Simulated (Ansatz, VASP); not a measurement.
**Pt: VASP beside Ansatz**

Contents of INCAR:

```
SYSTEM = Pt
  PREC = Accurate
  ENCUT = 600
  EDIFF = 1E-6
  ISMEAR = -1
  SIGMA = 0.1
  LREAL = .False.
  LASPH = .True.
  NELM = 100
  ALGO = Normal
  ISIF = 3
  LWAVE = .False.
  LCHARG = .False.
  GGA = RE
  IBRION = 2
  NSW = 80
  EDIFFG = -0.01
```

The input KPOINTS:

```
Automatic mesh
0
Gamma
  13 13 4
  0 0 0
```

The input POSCAR:

```
Pt
1.0
    2.7740467412      0.0000000000      0.0000000000
   -1.3870233706      2.4023949491      0.0000000000
    0.0000000000      0.0000000000      9.0600366567
Pt
4
Direct
    0.0000000000      0.0000000000      0.0000000000
    0.0000000000      0.0000000000      0.5000000000
    0.3333333333      0.6666666667      0.2500000000
    0.6666666667      0.3333333333      0.7500000000
```

Input for Ansatz:

```yaml
crystal:
  lattice:
    - [2.7740467412, 0.0, 0.0]
    - [-1.3870233706, 2.4023949491, 0.0]
    - [0.0, 0.0, 9.0600366567]
  atoms:
    - { symbol: Pt, position: [0.0, 0.0, 0.0] }
    - { symbol: Pt, position: [0.0, 0.0, 0.5] }
    - { symbol: Pt, position: [0.3333333333, 0.6666666667, 0.25] }
    - { symbol: Pt, position: [0.6666666667, 0.3333333333, 0.75] }
hamiltonian:
  xc: revpbe
  pseudopotentials:
    kind: paw
    azcp:
      Pt: "pseudopotentials/Pt.paw.azcp"
basis:
  ecutwfc: 420
  fft_grid_basis: typed
kpoints:
  mp_grid: { grid: [13, 13, 4], shift: [0, 0, 0] }
magnetization:
  spin_polarized: false
scf:
  occupations: { method: fermi_dirac, width: 0.1 }
relax:
  max_steps: 60
  f_tol: 0.01
  cell: {}
```

Alike in both runs: task relaxation of cell and atoms; functional revPBE; k mesh 13 × 13 × 4; occupations fermi-dirac, width 0.1 eV; no spin polarisation.

|  | VASP | Ansatz |
| --- | --- | --- |
| version | VASP 6.6.1 | Ansatz 0.2.0 |
| potentials or method | VASP PAW PBE potentials, release 64 (Pt), cutoff 600 eV | plane waves (420 eV) with PAW, scalar-relativistic |
| valence electrons in the cell | 40 | 72 |

Ansatz gave:

```
relaxed volume (Å³/atom)                                     : 15.91
relaxed cell length with the largest relative difference (Å) : 9.359
```

**Question.** Which values does VASP return?

**Answer.** Relaxed volume (Å³/atom): 15.88; relaxed cell length with the largest relative difference (Å): 9.349.

VASP's potentials were made for PBE, not for revPBE. VASP's potentials hold 40 valence electrons a cell and Ansatz's 72, so a difference there can come from the potentials and not from the codes.

Neither program's run includes spin-orbit coupling. Noted on VASP's run: too few bands were computed for a metal, which touches its energy and stress.
